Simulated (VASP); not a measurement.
Set up this calculation in VASP 6.6.1, as the native input.

* Task: relaxation of cell and atoms
* Functional: RPBE
* Dispersion: D4
* Potentials or basis: VASP PAW PBE potentials, release 64 (Ge_d)
* Cutoff: 600 eV
* k mesh: 11 × 11 × 10
* Occupations: fermi-dirac, width 0.05 eV
* Spin: no spin polarisation
* Dipole correction: no
* Further INCAR settings: ALGO = Normal; EDIFF = 1e-06; IBRION = 2; EDIFFG = -0.01; NSW = 60; ISIF = 3

The structure of Ge lies in POSCAR:

```
Ge
1.0
    1.3971490000     -2.6005160000      0.0000000000
    1.3971490000      2.6005160000      0.0000000000
    0.0000000000      0.0000000000      2.6982310000
Ge
1
Direct
    0.5000000000      0.5000000000      0.0000000000
```

One way to write it, as run:

INCAR

```
SYSTEM = Ge
  ALGO = Normal
  EDIFF = 1E-6
  EDIFFG = -0.01
  ENCUT = 600
  GGA = RP
  IBRION = 2
  ISIF = 3
  ISMEAR = -1
  IVDW = 13
  LASPH = .TRUE.
  LCHARG = .FALSE.
  LREAL = .FALSE.
  LWAVE = .FALSE.
  NELM = 60
  NSW = 60
  PREC = Accurate
  SIGMA = 0.05
```

KPOINTS

```
k-points
0
G
  11 11 10
  0 0 0
```

Potentials or basis: VASP PAW PBE potentials, release 64 (Ge_d).

Launch:

```sh
$ cat potpaw_PBE.64/Ge_d/POTCAR > POTCAR
$ mpirun -np 1 vasp_std > vasp.out
```

It gave:

```yaml
Relaxed_volume: 18.23 Å³/atom
Relaxed_cell: a = 2.823 Å, b = 2.823 Å, c = 2.660 Å, α = 90.00°, β = 90.00°, γ = 120.67°
Space_group_after_relaxing_to_0.05_Å: P6/mmm (No. 191)
Energy_gained_by_relaxing: 26.6 meV/atom
Ionic_steps: 22
Pressure_after_relaxing: 0.0 GPa
Band_gap_on_the_k_mesh: zero (band 7 reaches 13.99 eV, above the bottom of band 8 at 4.61 eV)
Dispersion_energy_per_atom: -0.773 eV
```

Caveat: the PAW data sets were made with another functional, which shifts forces and pressure a little; pairwise dispersion overbinds metals, which lowers pressure and volume.

Run time: 7.2 min on 1 thread of Intel Xeon 8259CL, with other jobs on the host, peak memory 0.19 GiB.
